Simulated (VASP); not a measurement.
Input of a VASP 6.6.1 run:

Contents of INCAR:

```
ALGO = Normal
EDIFF = 1E-6
ENCUT = 520
GGA = PE
ISIF = 2
ISMEAR = 0
LASPH = True
LCHARG = False
LREAL = False
LWAVE = False
NBANDS = 16
NELM = 80
PREC = Accurate
SIGMA = 0.02
```

Contents of KPOINTS:

```
k-points
0
Gamma
  12 12 6
```

File POSCAR:

```
AlN
1.0
    2.9516384339      0.0000000000      0.0000000000
   -1.4758192169      2.5561938665      0.0000000000
    0.0000000000      0.0000000000      4.5704276313
Al N
2 2
Direct
    0.6666666667      0.3333333333      0.4937404296
    0.3333333333      0.6666666667      0.9937404296
    0.6666666667      0.3333333333      0.8862595704
    0.3333333333      0.6666666667      0.3862595704
```

Potentials or basis: VASP PAW PBE potentials, release 64 (Al, N).

Command:

```bash
$ cat potpaw_PBE.64/Al/POTCAR potpaw_PBE.64/N/POTCAR > POTCAR
$ mpirun -np 1 vasp_std > vasp.out
```

Q: What does it give for the pressure?

A: 60.1 GPa.

Q: Predict the band gap on the k mesh.

A: 5.02 eV (least direct gap 5.70 eV).

Caveat: the cell stands under pressure. A k mesh can miss the band edges.
